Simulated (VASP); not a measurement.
Ca:

```xyz
2
Lattice="3.9516 0.0000 0.0000 -1.9758 3.4222 0.0000 0.0000 0.0000 6.4529" Properties=species:S:1:pos:R:3 pbc="T T T"
Ca    0.0000    0.0000    0.0000
Ca    0.0000    2.2815    3.2265
```

This isn't the form of Ca at room conditions, which is fcc.

- Program: VASP 6.6.1
- Task: relaxation of cell and atoms
- Functional: PBEsol
- Potentials or basis: VASP PAW PBE potentials, release 64 (Ca_sv)
- Cutoff: 600 eV
- k mesh: 12 × 12 × 8
- Occupations: gaussian, width 0.1 eV
- Spin: no spin polarisation

At the start: pressure -1.1 GPa; volume 43.63 Å³/atom.

Problem. How do energy, volume and symmetry change on relaxing?

Solution. Over 6 steps the energy falls by 9.9 meV/atom and the volume is 40.80 Å³/atom (-6.5 %); space group P6_3/mmc (No. 194, to 0.1 Å) before and after.

Step by step:
```tsv
step	energy change (eV)	largest force (eV/Å)	pressure (GPa)	volume (Å³)
1	0.0000	0.0000	-1.07	87.26
2	-0.0171	0.0000	-0.41	83.62
3	-0.0197	0.0000	-0.01	81.72
4	-0.0197	0.0000	0.01	81.61
5	-0.0198	0.0000	0.01	81.61
6	-0.0198	0.0000	0.01	81.61
```

Final structure:
```cif
data_structure
_symmetry_space_group_name_H-M 'P 1'
_symmetry_Int_Tables_number 1
_cell_length_a 3.8533
_cell_length_b 3.8533
_cell_length_c 6.3465
_cell_angle_alpha 90.000
_cell_angle_beta 90.000
_cell_angle_gamma 120.000
_cell_volume 81.61
loop_
_atom_site_label
_atom_site_type_symbol
_atom_site_fract_x
_atom_site_fract_y
_atom_site_fract_z
_atom_site_occupancy
Ca1 Ca 0.00000 0.00000 0.00000 1
Ca2 Ca 0.33333 0.66667 0.50000 1
```

Caveat: the PAW data sets were made with another functional, which shifts forces and pressure a little.
